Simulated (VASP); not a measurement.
# PtSe2 (P-3m1) in VASP: further runs

Runs on PtSe2. Level: PBE. Tasks: single point.

Everything below comes from runs of VASP 6.6.1. Logs are shortened: lines on timing, memory, paths and dates and some standing lists are left out, and cuts for length are marked.

## (1) The cell of the first run

The structure is trigonal, space group P-3m1 (No. 164). The conventional cell has a = 3.724 Å, b = 3.724 Å, c = 5.062 Å, α = 90.00°, β = 90.00°, γ = 120.00°. Within 3.3 Å of Pt (site symmetry -3m) lie 6 Se at 2.49 Å. Se (site symmetry 3m) has 3 Pt at 2.49 Å within 3.3 Å.

## (2) Single point, PBE

Input file INCAR:

```
  PREC = Accurate
  ENCUT = 520
  EDIFF = 1E-6
  ISMEAR = 0
  SIGMA = 0.1
  LREAL = F
  LASPH = T
  NELM = 60
  ALGO = Normal
  ISIF = 2
  LWAVE = F
  LCHARG = F
  GGA = PE
  NBANDS = 18
```

Input file KPOINTS:

```
Automatic mesh
0
Gamma
  6 6 4
```

Input file POSCAR:

```
PtSe2
1.0
    3.7240006046      0.0000000000      0.0000000000
   -1.8620003023      3.2250791273      0.0000000000
    0.0000000000      0.0000000000      5.0620000000
Pt Se
1 2
Direct
    0.0000000000      0.0000000000      0.0000000000
    0.3333333333      0.6666666667      0.2500000000
    0.6666666667      0.3333333333      0.7500000000
```

Potentials or basis: VASP PAW PBE potentials, release 64 (Pt, Se).

Launch:

```bash
cat potpaw_PBE.64/Pt/POTCAR potpaw_PBE.64/Se/POTCAR > POTCAR
mpirun -np 1 vasp_std > vasp.out
```

OUTCAR:

```text
PREC = Accurate
   ENCUT = 520
   EDIFF = 1E-6
   ISMEAR = 0
   LREAL = F
   LASPH = T
   NELM = 60
   ISIF = 2
   GGA = PE

 ion  position               nearest neighbor table
   1  0.000  0.000  0.000-   2 2.49   3 2.49   3 2.49   2 2.49   3 2.49   2 2.49
   2  0.333  0.667  0.250-   1 2.49   1 2.49   1 2.49
   3  0.667  0.333  0.750-   1 2.49   1 2.49   1 2.49

  LATTYP: Found a hexagonal cell.
 ALAT       =     3.7240006046
 C/A-ratio  =     1.3592908642

  Lattice vectors:

 A1 = (   3.7240006046,   0.0000000000,   0.0000000000)
 A2 = (  -1.8620003023,   3.2250791273,   0.0000000000)
 A3 = (   0.0000000000,   0.0000000000,   5.0620000000)

Analysis of symmetry for initial positions (statically):
=====================================================================
 Subroutine PRICEL returns:
 Original cell was already a primitive cell.

 Routine SETGRP: Setting up the symmetry group for a
 hexagonal supercell.

 Subroutine GETGRP returns: Found 12 space group operations
 (whereof 12 operations were pure point group operations)
 out of a pool of 24 trial point group operations.

The static configuration has the point symmetry D_3d.

Analysis of symmetry for dynamics (positions and initial velocities):
=====================================================================
 Subroutine PRICEL returns:
 Original cell was already a primitive cell.

 Routine SETGRP: Setting up the symmetry group for a
 hexagonal supercell.

 Subroutine GETGRP returns: Found 12 space group operations
 (whereof 12 operations were pure point group operations)
 out of a pool of 24 trial point group operations.

The dynamic configuration has the point symmetry D_3d.

 Subroutine INISYM returns: Found 12 space group operations
 (whereof 12 operations are pure point group operations),
 and found     1 'primitive' translations

----------------------------------------------------------------------------------------

                                     Primitive cell

  volume of cell :      60.7956

  direct lattice vectors                    reciprocal lattice vectors
     3.724000605  0.000000000  0.000000000     0.268528420  0.155034956  0.000000000
[... 82 lines left out ...]
   LNONCOLLINEAR =      F non collinear calculations
   LSORBIT =      F    spin-orbit coupling
   LASPH  =      T    aspherical Exc in radial PAW
   ENCUT  =  520.0 eV  38.22 Ry    6.18 a.u.   6.92  6.92  9.41*2*pi/ulx,y,z
   NELM   =     60;   NELMIN=  2; NELMDL= -5     # of ELM steps
   EDIFF  = 0.1E-05   stopping-criterion for ELM
   LREAL  =      F    real-space projection
   EDIFFG = 0.1E-04   stopping-criterion for IOM
   NSW    =      0    number of steps for IOM
   IBRION =     -1    ionic relax: 0-MD 1-quasi-New 2-CG
   NFREE  =      0    steps in history (QN), initial steepest desc. (CG)
   ISIF   =      2    stress and relaxation
   ISYM   =      2    0-nonsym 1-usesym 2-fastsym
   POTIM  = 0.5000    time-step for ionic-motion
   TEBEG  =    0.0;   TEEND  =   0.0 temperature during run
   PSTRESS=    0.0 pullay stress
   NELECT =      22.0000    total number of electrons
   NUPDOWN=      -1.0000    fix difference up-down
   EMIN   =  10.00;   EMAX   =-10.00  energy-range for DOS
   EFERMI =   0.00;   METHOD = LEGACY
   ISMEAR =     0;   SIGMA  =   0.10  broadening in eV -4-tet -1-fermi 0-gaus
   EFERMI_NEDOS =   21; number of points for ismear=-14 and -15
   IALGO  =     38    algorithm
   IMIX   =      4    mixing-type and parameters
     AMIX     =   0.40;   BMIX     =  1.00
     AMIX_MAG =   1.60;   BMIX_MAG =  1.00
  volume/ion in A,a.u.               =      20.27       136.76
  Fermi-wavevector in a.u.,A,eV,Ry     =   1.166608  2.204570 18.517180  1.360974
  Thomas-Fermi vector in A             =   2.303119
   LORBIT       =      0    0 simple, 1 ext, 2 COOP (PROOUT), +10 PAW based schemes
   GGA     = PE    functional components
   LHFCALC =     F    Hartree Fock is set to
   AEXX    =    0.0000 exact exchange contribution
   IVDW    =     0    specifies the selected vdW correction
   LEPSILON=     F    determine dielectric tensor
   LRPA    =     F    only Hartree local field effects (RPA)
 non-spin polarized calculation
 Gauss-broadening in eV      SIGMA  =   0.10
  energy-cutoff  :      520.00
  volume of cell :       60.80
 maximum number of plane-waves:      1654
   NGX = 13   NGY = 13   NGZ = 19

 number of electron      21.9999999 magnetization

 Free energy of the ion-electron system (eV)
  ---------------------------------------------------
  ext. energy  EPLUGINS =         0.00000000
  ---------------------------------------------------
  free energy    TOTEN  =       -14.18768259 eV

  energy without entropy =      -14.18218629  energy(sigma->0) =      -14.18493444

 E-fermi :   6.5413     XC(G=0): -10.6335

 val. band max:        6.5110047125   @ k =   0.0000   0.1667   0.2500
 cond. band min:       6.5600489075   @ k =   0.3333   0.3333   0.0000
 fundamental gap:      0.0490441949
 Fermi energy:         6.5412636032

 k-point     1 :       0.0000    0.0000    0.0000
  band No.  band energies     occupation
      1      -9.1816      2.00000
      2      -6.3582      2.00000
      3      -0.6646      2.00000
      4       0.0444      2.00000
      5       0.0444      2.00000
      6       2.5080      2.00000
[... 481 lines left out ...]
      5       0.2083      2.00000
      6       2.0147      2.00000
[... 10 lines left out ...]
     17      14.1498      0.00000
     18      16.6068      0.00000

------------------------ aborting loop because EDIFF is reached ----------------------------------------

  FORCE on cell =-STRESS in cart. coord.  units (eV):
  Direction    XX          YY          ZZ          XY          YZ          ZX
  --------------------------------------------------------------------------------------
  -------------------------------------------------------------------------------------
  Total        3.0213980      3.0213980      2.2990864     -0.0000000      0.0000000     -0.0000000
  in kB       79.6244163     79.6244163     60.5889753     -0.0000000      0.0000000     -0.0000000
  external PRESSURE =      73.2792693 kB  Pullay stress =       0.0000000 kB

 VOLUME and BASIS-vectors are now :
 -----------------------------------------------------------------------------
  energy-cutoff  :      520.00
  volume of cell :       60.80
      direct lattice vectors                 reciprocal lattice vectors
     3.724000605  0.000000000  0.000000000     0.268528420  0.155034956  0.000000000
    -1.862000302  3.225079127  0.000000000     0.000000000  0.310069912  0.000000000
     0.000000000  0.000000000  5.062000000     0.000000000  0.000000000  0.197550375

 POSITION                                       TOTAL-FORCE (eV/Angst)
 -----------------------------------------------------------------------------------
      0.00000      0.00000      0.00000         0.000000      0.000000      0.000000
     -0.00000      2.15005      1.26550        -0.000000      0.000000      0.581413
      1.86200      1.07503      3.79650         0.000000     -0.000000     -0.581413
 -----------------------------------------------------------------------------------
    total drift:                               -0.000000     -0.000000     -0.000000

  FREE ENERGIE OF THE ION-ELECTRON SYSTEM (eV)
  ---------------------------------------------------
  free  energy   TOTEN  =       -14.1876825910 eV

  energy  without entropy=      -14.1821862904  energy(sigma->0) =      -14.18493444
```

OSZICAR:

```text
N       E                     dE             d eps       ncg     rms          rms(c)
DAV:   1     0.111621086138E+03    0.11162E+03   -0.10050E+04   864   0.107E+03
DAV:   2    -0.990450459811E+01   -0.12153E+03   -0.11768E+03  1070   0.212E+02
DAV:   3    -0.149371232231E+02   -0.50326E+01   -0.49952E+01  1000   0.430E+01
DAV:   4    -0.149755270780E+02   -0.38404E-01   -0.38386E-01  1090   0.415E+00
DAV:   5    -0.149759429142E+02   -0.41584E-03   -0.41583E-03  1018   0.416E-01    0.131E+01
DAV:   6    -0.144041684522E+02    0.57177E+00   -0.42441E+00   904   0.184E+01    0.799E+00
DAV:   7    -0.142075074215E+02    0.19666E+00   -0.81376E-01   892   0.867E+00    0.402E+00
DAV:   8    -0.141893543025E+02    0.18153E-01   -0.45568E-02   948   0.159E+00    0.805E-01
DAV:   9    -0.141874893699E+02    0.18649E-02   -0.64929E-03   952   0.750E-01    0.174E-01
DAV:  10    -0.141876815284E+02   -0.19216E-03   -0.95416E-04  1048   0.204E-01    0.450E-02
DAV:  11    -0.141876812754E+02    0.25301E-06   -0.58222E-05  1034   0.698E-02    0.232E-02
DAV:  12    -0.141876821454E+02   -0.87001E-06   -0.10549E-05   942   0.229E-02    0.288E-03
DAV:  13    -0.141876825910E+02   -0.44559E-06   -0.66392E-07   702   0.530E-03
   1 F= -.14187683E+02 E0= -.14184934E+02  d E =-.549630E-02
```

Run time: 19 s. Hardware: 1 thread of Intel Xeon Platinum 8259CL at 2.50GHz (Skylake/Cascade Lake), shared host; peak memory 0.19 GiB.

What came out:

```yaml
Free_energy: -14.1877 eV
Pressure: 7.3 GPa
Largest_force: 0.581 eV/Å
Band_gap_on_the_k_mesh: zero (band 11 reaches 6.94 eV, above the bottom of band 12 at 6.56 eV)
```

Forces in eV/Å, atoms in the order of the input:
```
Pt   0.000  0.000  0.000
Se   0.000  0.000  0.581
Se   0.000  0.000 -0.581
```

Stress tensor (GPa, compression positive):
```
7.96 0.00 0.00
0.00 7.96 0.00
0.00 0.00 6.06
```

Levels at points of the mesh, in eV from the Fermi level:
```csv
k point,band 7,band 8,band 9,band 10,band 11,band 12,band 13,band 14,band 15,band 16
"(0.00, 0.00, 0.00)",-4.03,-2.59,-1.08,-1.08,0.40,1.46,1.46,3.61,4.21,7.27
"(0.50, 0.00, 0.00)",-3.72,-3.56,-3.52,-3.44,-2.98,0.66,2.35,4.78,5.83,7.10
"(0.00, 0.00, 0.50)",-4.06,-2.96,-1.72,-1.51,-1.51,2.30,2.30,4.80,6.32,6.75
"(0.50, 0.00, 0.50)",-3.55,-3.54,-3.24,-2.86,-1.39,0.99,1.52,4.56,4.78,7.16
```

Caveat: spin-orbit coupling is left out, which moves the levels of the heavy elements.

## (3) Single point, PBE

This run uses another cell than the first one, of 26.52 Å³/atom, 1.309 times its volume.

Input file INCAR:

```
PREC = Accurate
ENCUT = 520
EDIFF = 1E-6
ISMEAR = 0
SIGMA = 0.02
LREAL = False
LASPH = True
NELM = 80
ALGO = Normal
ISIF = 2
LWAVE = False
LCHARG = False
GGA = PE
NBANDS = 18
```

Input file KPOINTS:

```
Automatic mesh
0
Gamma
  12 12 4
```

Input file POSCAR:

```
PtSe2
1.0
    3.7516620337      0.0000000000      0.0000000000
   -1.8758310169      3.2490346276      0.0000000000
    0.0000000000      0.0000000000      6.5268785481
Pt Se
1 2
Direct
    0.0000000000      0.0000000000      0.0000000000
    0.3333333333      0.6666666667      0.2001869949
    0.6666666667      0.3333333333      0.7998130051
```

Potentials or basis: VASP PAW PBE potentials, release 64 (Pt, Se).

Launch:

```bash
cat potpaw_PBE.64/Pt/POTCAR potpaw_PBE.64/Se/POTCAR > POTCAR
mpirun -np 1 vasp_std > vasp.out
```

Wall time 59 s (1 thread of Intel Xeon Platinum 8375C at 2.90GHz (Ice Lake), shared host); peak memory 0.25 GiB.

Results (log left out):

| Item | Value |
| --- | --- |
| Free energy | -14.3031 eV |
| Pressure | 0.0 GPa |
| Band gap on the k mesh | 0.89 eV, indirect (least direct gap 1.04 eV) |

Levels at points of the mesh, in eV from the valence-band top:
```csv
k point,band 8,band 9,band 10,band 11,band 12,band 13,band 14,band 15
"(0.00, 0.00, 0.00)",-1.59,-0.26,-0.26,-0.22,2.64,2.64,4.18,5.21
"(0.50, 0.00, 0.00)",-2.48,-2.14,-2.09,-1.83,1.96,2.52,4.67,6.06
"(0.00, 0.00, 0.50)",-1.32,-1.29,-0.28,-0.28,2.71,2.71,5.28,5.82
"(0.50, 0.00, 0.50)",-2.52,-2.20,-2.03,-1.37,2.16,2.37,4.40,5.73
```

Caveat: spin-orbit coupling is left out, which moves the levels of the heavy elements; this functional lacks dispersion, which binds the layers, so the pressure and a relaxed spacing across them are unreliable. A k mesh can miss the band edges.

## (4) Single point, PBE

This run uses another cell than the first one, of 26.52 Å³/atom, 1.309 times its volume.

Input file INCAR:

```
SYSTEM = PtSe2
ALGO = Normal
EDIFF = 1E-6
ENCUT = 520
GGA = PE
ISIF = 2
ISMEAR = 0
LASPH = .TRUE.
LCHARG = .TRUE.
LELF = .TRUE.
LREAL = .FALSE.
LVHAR = .TRUE.
LWAVE = .FALSE.
NBANDS = 18
NELM = 60
PREC = Accurate
SIGMA = 0.1
```

Input file KPOINTS:

```
k-points
0
G
  12 12 8
  0 0 0
```

POSCAR is that of step 3.

Potentials or basis: VASP PAW PBE potentials, release 64 (Pt, Se).

Launch:

```bash
cat potpaw_PBE.64/Pt/POTCAR potpaw_PBE.64/Se/POTCAR > POTCAR
mpirun -np 1 vasp_std > vasp.out
```

OUTCAR:

```text
SYSTEM = PtSe2
   EDIFF = 1E-6
   ENCUT = 520
   GGA = PE
   ISIF = 2
   ISMEAR = 0
   LASPH = .TRUE.
   LREAL = .FALSE.
   NELM = 60
   PREC = Accurate

 ion  position               nearest neighbor table
   1  0.000  0.000  0.000-   2 2.53   3 2.53   3 2.53   2 2.53   3 2.53   2 2.53
   2  0.333  0.667  0.200-   1 2.53   1 2.53   1 2.53
   3  0.667  0.333  0.800-   1 2.53   1 2.53   1 2.53

  LATTYP: Found a hexagonal cell.
 ALAT       =     3.7516620337
 C/A-ratio  =     1.7397298822

  Lattice vectors:

 A1 = (   3.7516620337,   0.0000000000,   0.0000000000)
 A2 = (  -1.8758310169,   3.2490346276,   0.0000000000)
 A3 = (   0.0000000000,   0.0000000000,   6.5268785481)

Analysis of symmetry for initial positions (statically):
=====================================================================
 Subroutine PRICEL returns:
 Original cell was already a primitive cell.

 Routine SETGRP: Setting up the symmetry group for a
 hexagonal supercell.

 Subroutine GETGRP returns: Found 12 space group operations
[... 158 lines left out ...]

 Free energy of the ion-electron system (eV)
  ---------------------------------------------------
  ext. energy  EPLUGINS =         0.00000000
  ---------------------------------------------------
  free energy    TOTEN  =       -14.30313187 eV

  energy without entropy =      -14.30313187  energy(sigma->0) =      -14.30313187

 E-fermi :   3.4454     XC(G=0):  -8.9639

 val. band max:        3.0112795890   @ k =   0.0833   0.0833   0.0000
 cond. band min:       3.8916745025   @ k =   0.0000   0.2500   0.3750
 fundamental gap:      0.8803949135
 Fermi energy:         3.4454038995

 k-point     1 :       0.0000    0.0000    0.0000
  band No.  band energies     occupation
      1     -11.1703      2.00000
      2      -9.3383      2.00000
      3      -2.3710      2.00000
      4      -2.2521      2.00000
      5      -2.2521      2.00000
      6      -0.0160      2.00000
[... 481 lines left out ...]
      5      -2.0045      2.00000
      6      -0.4978      2.00000
[... 10 lines left out ...]
     17      11.9397      0.00000
     18      12.1512      0.00000

 [... further k-points ...]
[... 5 lines left out ...]
  --------------------------------------------------------------------------------------
  -------------------------------------------------------------------------------------
  Total       -0.0237324     -0.0237324     -0.0129661      0.0000000      0.0000000      0.0000000
  in kB       -0.4779351     -0.4779351     -0.2611168      0.0000000      0.0000000      0.0000000
  external PRESSURE =      -0.4056623 kB  Pullay stress =       0.0000000 kB

 VOLUME and BASIS-vectors are now :
 -----------------------------------------------------------------------------
  energy-cutoff  :      520.00
  volume of cell :       79.56
      direct lattice vectors                 reciprocal lattice vectors
     3.751662034  0.000000000  0.000000000     0.266548530  0.153891866  0.000000000
    -1.875831017  3.249034628  0.000000000     0.000000000  0.307783731  0.000000000
     0.000000000  0.000000000  6.526878548     0.000000000  0.000000000  0.153212595

 POSITION                                       TOTAL-FORCE (eV/Angst)
 -----------------------------------------------------------------------------------
      0.00000      0.00000      0.00000        -0.000000      0.000000      0.000000
     -0.00000      2.16602      1.30660        -0.000000      0.000000     -0.001817
      1.87583      1.08301      5.22028         0.000000     -0.000000      0.001817
 -----------------------------------------------------------------------------------
    total drift:                                0.000000     -0.000000     -0.000000

  FREE ENERGIE OF THE ION-ELECTRON SYSTEM (eV)
  ---------------------------------------------------
  free  energy   TOTEN  =       -14.3031318655 eV

  energy  without entropy=      -14.3031318655  energy(sigma->0) =      -14.30313187
```

stdout:

```text
POSCAR found type information on POSCAR PtSe
 POSCAR found :  2 types and       3 ions
 scaLAPACK will be used
 LDA part: xc-table for (Slater+PW92), standard interpolation
 POSCAR, INCAR and KPOINTS ok, starting setup
 FFT: planning ... GRIDC
 FFT: planning ... GRID_SOFT
 FFT: planning ... GRID
 WAVECAR not read
 entering main loop
```

Run time: 3.2 min. Hardware: 1 thread of Intel Xeon 8259CL, shared host; peak memory 0.33 GiB.

What came out:

| Item | Value |
| --- | --- |
| Free energy | -14.3031 eV |
| Pressure | 0.0 GPa |
| Band gap on the k mesh | 0.88 eV, indirect (least direct gap 1.04 eV) |

Caveat: spin-orbit coupling is left out, which moves the levels of the heavy elements; this functional lacks dispersion, which binds the layers, so the pressure and a relaxed spacing across them are unreliable.

## (5) The runs side by side

```csv
cell,k mesh,smearing,gap on the mesh (eV),pressure (GPa)
"a = 3.724, b = 3.724, c = 5.062 Å, angles 90.0, 90.0, 120.0°, 3 atoms",6 × 6 × 4,gaussian 0.1 eV,none,7.3
"a = 3.752, b = 3.752, c = 6.527 Å, angles 90.0, 90.0, 120.0°, 3 atoms",12 × 12 × 4,gaussian 0.02 eV,0.89,0.0
"a = 3.752, b = 3.752, c = 6.527 Å, angles 90.0, 90.0, 120.0°, 3 atoms",12 × 12 × 8,gaussian 0.1 eV,0.88,0.0
```

Alike in all rows: task single point; level PBE; potentials or basis VASP PAW PBE potentials, release 64 (Pt, Se); no spin polarisation; cutoff (eV) 520.

Caveats: spin-orbit coupling is left out, which moves the levels of the heavy elements; this functional lacks dispersion, which binds the layers, so the pressure and a relaxed spacing across them are unreliable (some runs).

Total energies depend on the potentials used, so only differences within one code and one set of settings carry meaning.
